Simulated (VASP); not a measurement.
Sn3C5:

```
Sn C
1.0
    -3.29683    3.29683    3.29683
     3.29683   -3.29683    3.29683
     3.29683    3.29683   -3.29683
Sn C
3 5
Direct
  0.00000 0.50000 0.50000
  0.50000 0.50000 0.00000
  0.50000 0.00000 0.50000
  0.00000 0.00000 0.00000
  0.00000 0.00000 0.50000
  0.00000 0.50000 0.00000
  0.50000 0.00000 0.00000
  0.50000 0.50000 0.50000
```

* Program: VASP 6.6.1
* Task: relaxation of cell and atoms
* Functional: PBE
* Potentials or basis: VASP PAW PBE potentials, release 64 (Sn_d, C)
* Cutoff: 600 eV
* k mesh: 4 × 4 × 4
* Occupations: gaussian, width 0.1 eV
* Spin: no spin polarisation

At the start: pressure -16.1 GPa; volume 17.92 Å³/atom.

Problem. Where does the relaxation end?

Solution. Over 3 steps the energy falls by 363.0 meV/atom and the volume is 12.83 Å³/atom (-28.4 %); space group Im-3m (No. 229, to 0.05 Å).

The path:
```tsv
step	energy change (eV)	largest force (eV/Å)	pressure (GPa)	volume (Å³)
1	0.0000	0.0000	-16.10	143.33
2	-2.7719	0.0000	-6.19	109.14
3	-2.9044	0.0000	0.10	102.66
```

Final structure:
```yaml
crystal:
  lattice:
    - [-2.94969, 2.94969, 2.94969]
    - [2.94969, -2.94969, 2.94969]
    - [2.94969, 2.94969, -2.94969]
  atoms:
    - { symbol: Sn, position: [0.00000, 0.50000, 0.50000] }
    - { symbol: Sn, position: [0.50000, 0.50000, 0.00000] }
    - { symbol: Sn, position: [0.50000, 0.00000, 0.50000] }
    - { symbol: C, position: [0.00000, 0.00000, 0.00000] }
    - { symbol: C, position: [0.00000, 0.00000, 0.50000] }
    - { symbol: C, position: [0.00000, 0.50000, 0.00000] }
    - { symbol: C, position: [0.50000, 0.00000, 0.00000] }
    - { symbol: C, position: [0.50000, 0.50000, 0.50000] }
```

Caveat: the volume moved by over 15 % at a fixed basis, so the end points are rough.
